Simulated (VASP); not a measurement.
# Li2Ge2N3 (Imm2) in VASP: single point with PBE

Aim: the single point of Li2Ge2N3 with PBE.

Everything below comes from runs of VASP 6.6.1. Logs are shortened: lines on timing, memory, paths and dates and some standing lists are left out, and cuts for length are marked.

### 1 The cell of the first run

The structure is orthorhombic, space group Imm2 (No. 44). The conventional cell has a = 3.728 Å, b = 8.727 Å, c = 5.122 Å, α = 90.00°, β = 90.00°, γ = 90.00°. Li (site symmetry mm2) has 4 N at 1.87 to 2.40 Å within 2.5 Å. Li (site symmetry mm2) has 3 N at 2.05 Å and 2 Li at 2.65 Å within 2.7 Å. Within 2.5 Å of Ge (site symmetry m) lie 4 N at 1.88 to 2.06 Å. N (site symmetry m) has 3 Ge at 1.93 to 2.06 Å and 2 Li at 2.05 to 2.40 Å within 2.6 Å. N (site symmetry mm2) has 3 Li at 1.87 to 2.05 Å and 2 Ge at 1.88 Å within 2.5 Å.

### 2 Single point, PBE

INCAR reads:

```
SYSTEM = Li2Ge2N3
  PREC = Accurate
  ENCUT = 520
  EDIFF = 1E-6
  ISMEAR = 0
  SIGMA = 0.1
  LREAL = .FALSE.
  LASPH = .TRUE.
  NELM = 80
  ALGO = Normal
  ISIF = 2
  LWAVE = .FALSE.
  LCHARG = .TRUE.
  GGA = PE
  LELF = .TRUE.
  LVHAR = .TRUE.
  NBANDS = 34
```

KPOINTS reads:

```
Automatic mesh
0
G
  10 10 10
  0 0 0
```

POSCAR reads:

```
Li2Ge2N3
1.0
   -1.8640889142      4.3636986958      2.5609645526
    1.8640889142     -4.3636986958      2.5609645526
    1.8640889142      4.3636986958     -2.5609645526
Li Ge N
2 2 3
Direct
    0.5690196231      0.5690196231      0.0000000000
    0.9376259266      0.4376259266      0.5000000000
    0.6307905034      0.9258313472      0.7049591561
    0.2208721911      0.9258313472      0.2950408439
    0.2755616405      0.5506811630      0.7248804774
    0.8258006856      0.5506811630      0.2751195226
    0.5375328100      0.0375328100      0.5000000000
```

Potentials or basis: VASP PAW PBE potentials, release 64 (Li_sv, Ge_d, N).

Command:

```console
$ cat potpaw_PBE.64/Li_sv/POTCAR potpaw_PBE.64/Ge_d/POTCAR potpaw_PBE.64/N/POTCAR > POTCAR
$ mpirun -np 1 vasp_std > vasp.out
```

OUTCAR:

```text
SYSTEM = Li2Ge2N3
   PREC = Accurate
   ENCUT = 520
   EDIFF = 1E-6
   ISMEAR = 0
   LREAL = .FALSE.
   LASPH = .TRUE.
   NELM = 80
   ISIF = 2
   GGA = PE

 ion  position               nearest neighbor table
   1  0.569  0.569  0.000-   7 1.87   7 1.87   4 2.69   4 2.69   3 2.69   3 2.69
   2  0.938  0.438  0.500-   6 2.05   5 2.05   7 2.05
   3  0.631  0.926  0.705-   7 1.88   5 1.93   6 2.06   6 2.06   1 2.69   1 2.69
   4  0.221  0.926  0.295-   7 1.88   6 1.93   5 2.06   5 2.06   1 2.69   1 2.69
   5  0.276  0.551  0.725-   3 1.93   2 2.05   4 2.06   4 2.06
   6  0.826  0.551  0.275-   4 1.93   2 2.05   3 2.06   3 2.06
   7  0.538  0.038  0.500-   1 1.87   1 1.87   4 1.88   3 1.88   2 2.05

  LATTYP: Found a body centered orthorhombic cell.
 ALAT       =     3.7281778284
 B/A-ratio  =     1.3738424885
 C/A-ratio  =     2.3409284088

  Lattice vectors:

 A1 = (  -1.8640889142,   4.3636986958,  -2.5609645526)
 A2 = (   1.8640889142,   4.3636986958,   2.5609645526)
 A3 = (   1.8640889142,  -4.3636986958,  -2.5609645526)

Analysis of symmetry for initial positions (statically):
=====================================================================
 Subroutine PRICEL returns:
 Original cell was already a primitive cell.

 Routine SETGRP: Setting up the symmetry group for a
 body centered orthorhombic supercell.

 Subroutine GETGRP returns: Found  4 space group operations
 (whereof  4 operations were pure point group operations)
 out of a pool of  8 trial point group operations.

The static configuration has the point symmetry C_2v.

Analysis of symmetry for dynamics (positions and initial velocities):
=====================================================================
 Subroutine PRICEL returns:
 Original cell was already a primitive cell.

 Routine SETGRP: Setting up the symmetry group for a
 body centered orthorhombic supercell.

 Subroutine GETGRP returns: Found  4 space group operations
 (whereof  4 operations were pure point group operations)
 out of a pool of  8 trial point group operations.

The dynamic configuration has the point symmetry C_2v.

 Subroutine INISYM returns: Found  4 space group operations
 (whereof  4 operations are pure point group operations),
 and found     1 'primitive' translations

----------------------------------------------------------------------------------------

                                     Primitive cell

  volume of cell :      83.3268

  direct lattice vectors                    reciprocal lattice vectors
    -1.864088914  4.363698696  2.560964553     0.000000000  0.114581697  0.195238938
     1.864088914 -4.363698696  2.560964553     0.268227549  0.000000000  0.195238938
     1.864088914  4.363698696 -2.560964553     0.268227549  0.114581697  0.000000000

  length of vectors
     5.392145512  5.392145512  5.392145512     0.226378462  0.331759342  0.291676161

  position of ions in fractional coordinates (direct lattice)
     0.569019623  0.569019623  0.000000000
     0.937625927  0.437625927  0.500000000
     0.630790503  0.925831347  0.704959156
     0.220872191  0.925831347  0.295040844
     0.275561641  0.550681163  0.724880477
     0.825800686  0.550681163  0.275119523
     0.537532810  0.037532810  0.500000000

  ion indices of the primitive-cell ions
   primitive index   ion index
                 1           1
                 2           2
                 3           3
                 4           4
                 5           5
                 6           6
                 7           7

----------------------------------------------------------------------------------------

 KPOINTS: Automatic mesh

Automatic generation of k-mesh.
 Grid dimensions read from file:
 generate k-points for:   10   10   10

 Generating k-lattice:

  Cartesian coordinates                     Fractional coordinates (reciprocal lattice)
     0.000000000  0.011458170  0.019523894     0.100000000  0.000000000  0.000000000
     0.026822755  0.000000000  0.019523894     0.000000000  0.100000000  0.000000000
     0.026822755  0.011458170  0.000000000     0.000000000  0.000000000  0.100000000

  Length of vectors
     0.022637846  0.033175934  0.029167616

  Shift w.r.t. Gamma in fractional coordinates (k-lattice)
     0.000000000  0.000000000  0.000000000

 Subroutine IBZKPT returns following result:
 ===========================================

 Found    171 irreducible k-points:

 Following reciprocal coordinates:
            Coordinates               Weight
  0.000000  0.000000  0.000000      1.000000
  0.100000  0.000000 -0.000000      4.000000
  0.200000  0.000000 -0.000000      4.000000
  0.300000  0.000000 -0.000000      4.000000
  0.400000 -0.000000  0.000000      4.000000
  0.500000  0.000000 -0.000000      2.000000
[... 16 lines left out ...]
 -0.400000  0.200000  0.000000      8.000000
 -0.300000  0.200000  0.000000      8.000000
 [... further k-points ...]
   k-points           NKPTS =    171   k-points in BZ     NKDIM =    171   number of bands    NBANDS=     34
   number of dos      NEDOS =    301   number of ions     NIONS =      7
   total plane-waves  NPLWV =  64000
   dimension x,y,z NGX =    40 NGY =   40 NGZ =   40
   dimension x,y,z NGXF=    80 NGYF=   80 NGZF=   80
   ions per type =               2   2   3
   NGX,Y,Z   is equivalent  to a cutoff of  12.33, 12.33, 12.33 a.u.
   NGXF,Y,Z  is equivalent  to a cutoff of  24.66, 24.66, 24.66 a.u.
 SYSTEM =  Li2Ge2N3
   PREC   = accura    normal or accurate (medium, high low for compatibility)
   ISTART =      0    job   : 0-new  1-cont  2-samecut
   ICHARG =      2    charge: 1-file 2-atom 10-const
   ISPIN  =      1    spin polarized calculation?
   LNONCOLLINEAR =      F non collinear calculations
   LSORBIT =      F    spin-orbit coupling
   LASPH  =      T    aspherical Exc in radial PAW
   ENCUT  =  520.0 eV  38.22 Ry    6.18 a.u.  10.03 10.03 10.03*2*pi/ulx,y,z
   NELM   =     80;   NELMIN=  2; NELMDL= -5     # of ELM steps
   EDIFF  = 0.1E-05   stopping-criterion for ELM
   LREAL  =      F    real-space projection
   EDIFFG = 0.1E-04   stopping-criterion for IOM
   NSW    =      0    number of steps for IOM
   IBRION =     -1    ionic relax: 0-MD 1-quasi-New 2-CG
   NFREE  =      0    steps in history (QN), initial steepest desc. (CG)
   ISIF   =      2    stress and relaxation
   ISYM   =      2    0-nonsym 1-usesym 2-fastsym
   POTIM  = 0.5000    time-step for ionic-motion
   TEBEG  =    0.0;   TEEND  =   0.0 temperature during run
   PSTRESS=    0.0 pullay stress
   NELECT =      49.0000    total number of electrons
   NUPDOWN=      -1.0000    fix difference up-down
   EMIN   =  10.00;   EMAX   =-10.00  energy-range for DOS
   EFERMI =   0.00;   METHOD = LEGACY
   ISMEAR =     0;   SIGMA  =   0.10  broadening in eV -4-tet -1-fermi 0-gaus
   EFERMI_NEDOS =   21; number of points for ismear=-14 and -15
   IALGO  =     38    algorithm
   IMIX   =      4    mixing-type and parameters
     AMIX     =   0.40;   BMIX     =  1.00
     AMIX_MAG =   1.60;   BMIX_MAG =  1.00
  volume/ion in A,a.u.               =      11.90        80.33
  Fermi-wavevector in a.u.,A,eV,Ry     =   1.371551  2.591855 25.594619  1.881151
  Thomas-Fermi vector in A             =   2.497237
   LORBIT       =      0    0 simple, 1 ext, 2 COOP (PROOUT), +10 PAW based schemes
   GGA     = PE    functional components
   LHFCALC =     F    Hartree Fock is set to
   AEXX    =    0.0000 exact exchange contribution
   IVDW    =     0    specifies the selected vdW correction
   LEPSILON=     F    determine dielectric tensor
   LRPA    =     F    only Hartree local field effects (RPA)
 non-spin polarized calculation
 Gauss-broadening in eV      SIGMA  =   0.10
  energy-cutoff  :      520.00
  volume of cell :       83.33
 maximum number of plane-waves:      2266
   NGX = 19   NGY = 19   NGZ = 19

 number of electron      49.0000001 magnetization

 Free energy of the ion-electron system (eV)
  ---------------------------------------------------
  ext. energy  EPLUGINS =         0.00000000
  ---------------------------------------------------
  free energy    TOTEN  =       -38.71376014 eV

  energy without entropy =      -38.70773637  energy(sigma->0) =      -38.71074826

 E-fermi :   5.7633     XC(G=0): -10.2383

 val. band max:        5.7457788709   @ k =  -0.1000   0.1000   0.0000
 cond. band min:       5.7784758239   @ k =   0.5000  -0.4000   0.2000
 fundamental gap:      0.0326969530
 Fermi energy:         5.7632668890

 k-point     1 :       0.0000    0.0000    0.0000
  band No.  band energies     occupation
      1     -40.2071      2.00000
      2     -40.0330      2.00000
      3     -19.9904      2.00000
      4     -19.9688      2.00000
      5     -19.9314      2.00000
      6     -19.9221      2.00000
[... 26 lines left out ...]
     33      13.3509      0.00000
     34      13.4236      0.00000

 k-point     2 :       0.1000    0.0000   -0.0000
  band No.  band energies     occupation
      1     -40.2071      2.00000
      2     -40.0331      2.00000
      3     -19.9891      2.00000
      4     -19.9682      2.00000
      5     -19.9303      2.00000
      6     -19.9230      2.00000
[... 26 lines left out ...]
     33      13.0656      0.00000
     34      13.4661      0.00000

 k-point     3 :       0.2000    0.0000   -0.0000
  band No.  band energies     occupation
      1     -40.2071      2.00000
      2     -40.0331      2.00000
      3     -19.9855      2.00000
      4     -19.9666      2.00000
      5     -19.9269      2.00000
      6     -19.9256      2.00000
[... 26 lines left out ...]
     33      12.8278      0.00000
     34      13.5179      0.00000

 k-point     4 :       0.3000    0.0000   -0.0000
  band No.  band energies     occupation
      1     -40.2071      2.00000
      2     -40.0331      2.00000
      3     -19.9804      2.00000
      4     -19.9644      2.00000
      5     -19.9294      2.00000
      6     -19.9217      2.00000
[... 26 lines left out ...]
     33      12.5811      0.00000
     34      13.5416      0.00000

 k-point     5 :       0.4000   -0.0000    0.0000
  band No.  band energies     occupation
      1     -40.2070      2.00000
      2     -40.0332      2.00000
      3     -19.9757      2.00000
      4     -19.9624      2.00000
      5     -19.9331      2.00000
      6     -19.9152      2.00000
[... 621 lines left out ...]
 k-point    22 :       0.5000    0.2000    0.0000
  band No.  band energies     occupation
      1     -40.2064      2.00000
      2     -40.0331      2.00000
      3     -19.9731      2.00000
      4     -19.9557      2.00000
      5     -19.9366      2.00000
      6     -19.9172      2.00000
[... 26 lines left out ...]
     33      13.0673      0.00000
     34      14.1217      0.00000

 k-point    23 :      -0.4000    0.2000    0.0000
  band No.  band energies     occupation
      1     -40.2064      2.00000
      2     -40.0331      2.00000
      3     -19.9765      2.00000
      4     -19.9583      2.00000
      5     -19.9354      2.00000
      6     -19.9157      2.00000
[... 26 lines left out ...]
     33      13.1168      0.00000
     34      13.9497      0.00000

 k-point    24 :      -0.3000    0.2000    0.0000
  band No.  band energies     occupation
      1     -40.2064      2.00000
      2     -40.0331      2.00000
      3     -19.9789      2.00000
      4     -19.9609      2.00000
      5     -19.9355      2.00000
      6     -19.9156      2.00000
[... 26 lines left out ...]
     33      13.2278      0.00000
     34      13.7732      0.00000

 [... further k-points ...]
[... 5 lines left out ...]
  --------------------------------------------------------------------------------------
  -------------------------------------------------------------------------------------
  Total        0.1167507     -0.1016443     -0.0765005      0.0000000      0.0000000      0.0000000
  in kB        2.2448390     -1.9543782     -1.4709238      0.0000000      0.0000000      0.0000000
  external PRESSURE =      -0.3934877 kB  Pullay stress =       0.0000000 kB

 VOLUME and BASIS-vectors are now :
 -----------------------------------------------------------------------------
  energy-cutoff  :      520.00
  volume of cell :       83.33
      direct lattice vectors                 reciprocal lattice vectors
    -1.864088914  4.363698696  2.560964553     0.000000000  0.114581697  0.195238938
     1.864088914 -4.363698696  2.560964553     0.268227549  0.000000000  0.195238938
     1.864088914  4.363698696 -2.560964553     0.268227549  0.114581697  0.000000000

 POSITION                                       TOTAL-FORCE (eV/Angst)
 -----------------------------------------------------------------------------------
      0.00000      0.00000      2.91448        -0.000000      0.000000      0.012709
     -0.00000      4.36370      2.24149        -0.000000     -0.000000      0.004030
      1.86409      1.78876      2.18108         0.000000     -0.029208     -0.004986
      1.86409     -1.78876      2.18108        -0.000000      0.029208     -0.004986
      1.86409      1.96262      0.25959        -0.000000      0.003524      0.012373
      0.00000      2.40108      2.82055        -0.000000     -0.003524      0.012373
      0.00000      4.36370      0.19224         0.000000     -0.000000     -0.031514
 -----------------------------------------------------------------------------------
    total drift:                                0.000006      0.000008     -0.000381

  FREE ENERGIE OF THE ION-ELECTRON SYSTEM (eV)
  ---------------------------------------------------
  free  energy   TOTEN  =       -38.7137601415 eV

  energy  without entropy=      -38.7077363726  energy(sigma->0) =      -38.71074826
```

Wall time 7 min (1 thread of Intel Xeon Platinum 8488C (Sapphire Rapids), shared host); peak memory 0.52 GiB.

Results:

* Free energy: -38.7138 eV
* Largest force: 0.032 eV/Å

Forces in eV/Å, atoms in the order of the input:
```
Li   0.000  0.000  0.013
Li   0.000  0.000  0.004
Ge   0.000 -0.029 -0.005
Ge   0.000  0.029 -0.005
N    0.000  0.004  0.012
N    0.000 -0.004  0.012
N    0.000  0.000 -0.032
```

Caveat: the cutoff is under 1.25 times the usual one of these potentials, so pressure, stress and relaxed cells hold a basis-set (Pulay) error.
